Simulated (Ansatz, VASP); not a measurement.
SbO5 in VASP and in Ansatz

```
Sb O
1.0
     3.31105    0.00000    0.00000
    -1.65552    2.86745    0.00000
     0.00000    0.00000   10.60105
Sb O
1 5
Direct
  0.00000 0.00000 0.00000
  0.66667 0.33333 0.88612
  0.00000 0.00000 0.56117
  0.66667 0.33333 0.50000
  0.00000 0.00000 0.43883
  0.66667 0.33333 0.11388
```

Change from the starting cell: species swapped into the MgCd5 type (P-6m2, No. 187).

Alike in both runs: functional PBE; k mesh 12 × 12 × 4; occupations gaussian, width 0.1 eV; no spin polarisation.

Ansatz relaxed the structure, and its values are those at the end. VASP's run is a single point on that final structure, the one shown.

|  | VASP | Ansatz |
| --- | --- | --- |
| version | VASP 6.6.1 | Ansatz 0.2.0 |
| potentials or method | VASP PAW PBE potentials, release 64 (Sb, O), cutoff 520 eV | scalar-relativistic, plane waves, PAW |
| valence electrons in the cell | 35 | 45 |

VASP gave:

* gap on the k mesh at the Fermi level (eV): none
* pressure (GPa): -0.1
* rms of the force components (eV/Å): 0.213

Which values does Ansatz return?

gap on the k mesh at the Fermi level (eV): none; pressure (GPa): 0.0; rms of the force components (eV/Å): 0.000.

A gap of «none» marks a metal or a gap that the smearing closes. One of these differences is far larger than is usual between the two programs; its cause wasn't traced. With one functional, cell and mesh, what is left measures potentials, basis and numerics. VASP's potentials hold 35 valence electrons a cell and Ansatz's 45, so a difference there can come from the potentials and not from the codes.

Neither program's run includes spin-orbit coupling.
